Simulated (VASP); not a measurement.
# NaCl (Fm-3m) in VASP: dielectric tensor with PBE

Aim: the dielectric tensor of NaCl with PBE.

All numbers are computed with VASP 6.6.1; they aren't measurements. Logs are shortened: lines on timing, memory, paths and dates and some standing lists are left out, and cuts for length are marked.

## 1. The cell of the first run

It takes space group Fm-3m (No. 225, cubic). The conventional cell has a = 5.605 Å, b = 5.605 Å, c = 5.605 Å, α = 90.00°, β = 90.00°, γ = 90.00°. Within 3.7 Å of Na (site symmetry m-3m) lie 6 Cl at 2.80 Å. Within 3.7 Å of Cl (site symmetry m-3m) lie 6 Na at 2.80 Å.

## 2. Dielectric tensor, PBE

INCAR

```
SYSTEM = NaCl
PREC = Accurate
ENCUT = 520
EDIFF = 1E-8
ISMEAR = 0
SIGMA = 0.01
LREAL = .False.
LASPH = .True.
NELM = 80
ALGO = Normal
ISIF = 2
LWAVE = .False.
LCHARG = .False.
GGA = PE
LEPSILON = .True.
```

KPOINTS

```
Automatic mesh
0
Gamma
  6 6 6
  0 0 0
```

POSCAR

```
NaCl
1.0
    0.0000000000      2.8027319633      2.8027319633
    2.8027319633      0.0000000000      2.8027319633
    2.8027319633      2.8027319633      0.0000000000
Na Cl
1 1
Direct
    0.0000000000      0.0000000000      0.0000000000
    0.5000000000      0.5000000000      0.5000000000
```

Potentials or basis: VASP PAW PBE potentials, release 64 (Na_pv, Cl).

The run is started by

```sh
$ cat potpaw_PBE.64/Na_pv/POTCAR potpaw_PBE.64/Cl/POTCAR > POTCAR
$ mpirun -np 1 vasp_std > vasp.out
```

OUTCAR:

```text
SYSTEM = NaCl
   PREC = Accurate
   ENCUT = 520
   EDIFF = 1E-8
   ISMEAR = 0
   LREAL = .False.
   LASPH = .True.
   NELM = 80
   ISIF = 2
   GGA = PE
   LEPSILON = .True.

 ion  position               nearest neighbor table
   1  0.000  0.000  0.000-
   2  0.500  0.500  0.500-

  LATTYP: Found a face centered cubic cell.
 ALAT       =     5.6054639266

  Lattice vectors:

 A1 = (   0.0000000000,   2.8027319633,   2.8027319633)
 A2 = (   2.8027319633,   0.0000000000,   2.8027319633)
 A3 = (   2.8027319633,   2.8027319633,   0.0000000000)

Analysis of symmetry for initial positions (statically):
=====================================================================
 Subroutine PRICEL returns:
 Original cell was already a primitive cell.

 Routine SETGRP: Setting up the symmetry group for a
 face centered cubic supercell.

 Subroutine GETGRP returns: Found 48 space group operations
 (whereof 48 operations were pure point group operations)
 out of a pool of 48 trial point group operations.

The static configuration has the point symmetry O_h .

Analysis of symmetry for dynamics (positions and initial velocities):
=====================================================================
 Subroutine PRICEL returns:
 Original cell was already a primitive cell.

 Routine SETGRP: Setting up the symmetry group for a
 face centered cubic supercell.

 Subroutine GETGRP returns: Found 48 space group operations
 (whereof 48 operations were pure point group operations)
 out of a pool of 48 trial point group operations.

The dynamic configuration has the point symmetry O_h .

 Subroutine INISYM returns: Found 48 space group operations
 (whereof 48 operations are pure point group operations),
 and found     1 'primitive' translations

----------------------------------------------------------------------------------------

                                     Primitive cell

[... 366 lines left out ...]
  volume of cell :       44.03
      direct lattice vectors                 reciprocal lattice vectors
     0.000000000  2.802731963  2.802731963    -0.178397366  0.178397366  0.178397366
     2.802731963  0.000000000  2.802731963     0.178397366 -0.178397366  0.178397366
     2.802731963  2.802731963  0.000000000     0.178397366  0.178397366 -0.178397366

 POSITION                                       TOTAL-FORCE (eV/Angst)
 -----------------------------------------------------------------------------------
      0.00000      0.00000      0.00000         0.000000      0.000000      0.000000
      2.80273      2.80273      2.80273         0.000000      0.000000     -0.000000
 -----------------------------------------------------------------------------------
    total drift:                               -0.000000      0.000000      0.000000

  FREE ENERGIE OF THE ION-ELECTRON SYSTEM (eV)
  ---------------------------------------------------
  free  energy   TOTEN  =        -6.7694185893 eV

  energy  without entropy=       -6.7694185893  energy(sigma->0) =       -6.76941859

 HEAD OF MICROSCOPIC STATIC DIELECTRIC TENSOR (INDEPENDENT PARTICLE, excluding Hartree and local field effects)
 ------------------------------------------------------
           2.767207     0.000000    -0.000000
           0.000000     2.767207     0.000000
           0.000000     0.000000     2.767207
 ------------------------------------------------------

 Free energy of the ion-electron system (eV)
  ---------------------------------------------------
  ---------------------------------------------------
  free energy    TOTEN  =        -0.21028191 eV

  energy without entropy =       -0.21028191

------------------------ aborting loop because EDIFF is reached ----------------------------------------

--------------------------------------- Ionic step        2  -------------------------------------------

------------------------ aborting loop because EDIFF is reached ----------------------------------------

--------------------------------------- Ionic step        3  -------------------------------------------

 Free energy of the ion-electron system (eV)
  ---------------------------------------------------
  ---------------------------------------------------
  free energy    TOTEN  =        -0.21028180 eV

  energy without entropy =       -0.21028180

------------------------ aborting loop because EDIFF is reached ----------------------------------------

 PIEZOELECTRIC TENSOR FIELD DIRECTION 3  (e Angst)
 -----------------------------------------------------------------------------
    -0.00015  0.00000  0.00000           (  0.00000  0.00000  0.00000)
     0.00000 -0.00015 -0.00000           (  0.00000  0.00000 -0.00000)
     0.00000 -0.00000 -0.00041           (  0.00000 -0.00000 -0.00000)

 PIEZOELECTRIC TENSOR FIELD DIRECTION 3  (C/m^2)
 -----------------------------------------------------------------------------
    -0.00005  0.00000  0.00000
     0.00000 -0.00005 -0.00000
     0.00000 -0.00000 -0.00015

 MACROSCOPIC STATIC DIELECTRIC TENSOR (including local field effects in DFT)
 ------------------------------------------------------
           2.520086     0.000000     0.000000
           0.000000     2.520086     0.000000
           0.000000     0.000000     2.520086
 ------------------------------------------------------

 PIEZOELECTRIC TENSOR (including local field effects)  for field in x, y, z        (e  Angst)
          XX          YY          ZZ          XY          YZ          ZX
  --------------------------------------------------------------------------------
  x     0.00000     0.00000     0.00000     0.00000     0.00000     0.00000
  y     0.00000     0.00000     0.00000     0.00000     0.00000     0.00000
  z     0.00000     0.00000     0.00000     0.00000     0.00000     0.00000

 PIEZOELECTRIC TENSOR (including local field effects)  for field in x, y, z        (C/m^2)
          XX          YY          ZZ          XY          YZ          ZX
  --------------------------------------------------------------------------------
  x     0.00000     0.00000     0.00000     0.00000     0.00000     0.00000
  y     0.00000     0.00000     0.00000     0.00000     0.00000     0.00000
  z     0.00000     0.00000     0.00000     0.00000     0.00000     0.00000

 BORN EFFECTIVE CHARGES (including local field effects) (in |e|, cummulative output)
 ---------------------------------------------------------------------------------
 ion    1
    1     1.09213     0.00000     0.00000
    2     0.00000     1.09213     0.00000
    3     0.00000     0.00000     1.09213
 ion    2
    1    -1.09213     0.00000     0.00000
    2     0.00000    -1.09213     0.00000
    3     0.00000     0.00000    -1.09213
```

stdout:

```text
POSCAR found type information on POSCAR NaCl
 POSCAR found :  2 types and       2 ions
 scaLAPACK will be used
 LDA part: xc-table for (Slater+PW92), standard interpolation
 POSCAR, INCAR and KPOINTS ok, starting setup
 FFT: planning ... GRIDC
 FFT: planning ... GRID_SOFT
 FFT: planning ... GRID
 WAVECAR not read
 entering main loop
 Linear response reoptimize wavefunctions to high precision
 Linear response G [H, r] |phi>, progress :
  Direction:   1
 Linear response G [H, r] |phi>, progress :
  Direction:   2
 Linear response G [H, r] |phi>, progress :
  Direction:   3
 Linear response to external field (no local field effect), progress :
  Direction:   1
 dielectric tensor                  component  1 :     2.935     0.411     0.156
 Linear response to external field (no local field effect), progress :
  Direction:   2
 dielectric tensor                  component  2 :     0.411     2.935    -0.213
 Linear response to external field (no local field effect), progress :
  Direction:   3
 dielectric tensor                  component  3 :     0.156    -0.213     2.432
 Linear response to external field, progress :
  Direction:   1
 dielectric tensor                  component  1 :     2.520     0.303     0.095
 Linear response to external field, progress :
  Direction:   2
 dielectric tensor                  component  2 :     0.243     2.520    -0.092
 Linear response to external field, progress :
  Direction:   3
 dielectric tensor                  component  3 :     0.014     0.097     2.520
 Born effective charges drift removed
```

Wall time 61 s (1 thread of Intel Xeon 6975P-C (Granite Rapids), shared host); peak memory 0.19 GiB.

What came out:

```
Band gap on the k mesh                  : 5.18 eV
Electronic dielectric tensor (diagonal) : 2.52
Born charges (mean of the diagonal)     : Na +1.09; Cl -1.09 e
```

Electronic dielectric tensor:
```
2.52 0.00 0.00
0.00 2.52 0.00
0.00 0.00 2.52
```

Born effective charge tensors (e):
atom 1, Na
```
1.09 0.00 0.00
0.00 1.09 0.00
0.00 0.00 1.09
```
atom 2, Cl
```
-1.09  0.00  0.00
 0.00 -1.09  0.00
 0.00  0.00 -1.09
```

A hybrid or GW would open this gap; PBE tends to underestimate it.
